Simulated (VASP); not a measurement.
Bi:

```xyz
1
Lattice="-1.8072 1.8072 1.8072 1.8072 -1.8072 1.8072 1.8072 1.8072 -1.8072" Properties=species:S:1:pos:R:3 pbc="T T T"
Bi    0.0000    0.0000    0.0000
```

This isn't the form of Bi at room conditions, which is rhombohedral.

```yaml
Program: VASP 6.6.1
Task: relaxation of cell and atoms
Functional: PBE
Potentials_or_basis: VASP PAW PBE potentials, release 64 (Bi_d)
Cutoff: 600 eV
k_mesh: 13 × 13 × 13
Occupations: fermi-dirac, width 0.08 eV
Spin: no spin polarisation
```

At the start: pressure 29.9 GPa; volume 23.61 Å³/atom.

Q: How do energy, volume and symmetry change on relaxing?

A: Over 23 steps the energy falls by 570.3 meV/atom and the volume is 31.65 Å³/atom (+34.1 %); space group Im-3m (No. 229, to 0.1 Å) before and after.

The path:
```csv
step,energy change (eV),largest force (eV/Å),pressure (GPa),volume (Å³)
1,0.0000,0.0000,29.88,23.61
2,-0.2412,0.0000,-7.70,42.08
3,-0.5701,0.0000,-0.38,31.88
4,-0.5703,0.0000,-0.06,31.70
5,-0.5702,0.0000,0.24,31.52
6,-0.5702,0.0000,0.27,31.52
7,-0.5702,0.0000,0.24,31.53
8,-0.5702,0.0000,0.22,31.53
9,-0.5702,0.0000,0.22,31.53
10,-0.5702,0.0000,0.22,31.53
11,-0.5702,0.0000,0.23,31.53
12,-0.5702,0.0000,0.24,31.53
13,-0.5702,0.0000,0.25,31.53
14,-0.5702,0.0000,0.22,31.54
15,-0.5702,0.0000,0.22,31.54
16,-0.5703,0.0000,0.21,31.56
17,-0.5703,0.0000,0.20,31.58
18,-0.5703,0.0000,0.17,31.64
19,-0.5703,0.0000,-0.18,31.75
20,-0.5703,0.0000,-0.05,31.69
21,-0.5703,0.0000,-0.07,31.68
22,-0.5703,0.0000,-0.06,31.66
23,-0.5703,0.0000,-0.01,31.65
```

Final structure:
```yaml
crystal:
  lattice:
    - [-1.99270, 1.99270, 1.99270]
    - [1.99270, -1.99270, 1.99270]
    - [1.99270, 1.99270, -1.99270]
  atoms:
    - { symbol: Bi, position: [0.00000, 0.00000, 0.00000] }
```

Caveat: the volume moved by over 15 % at a fixed basis, so the end points are rough.
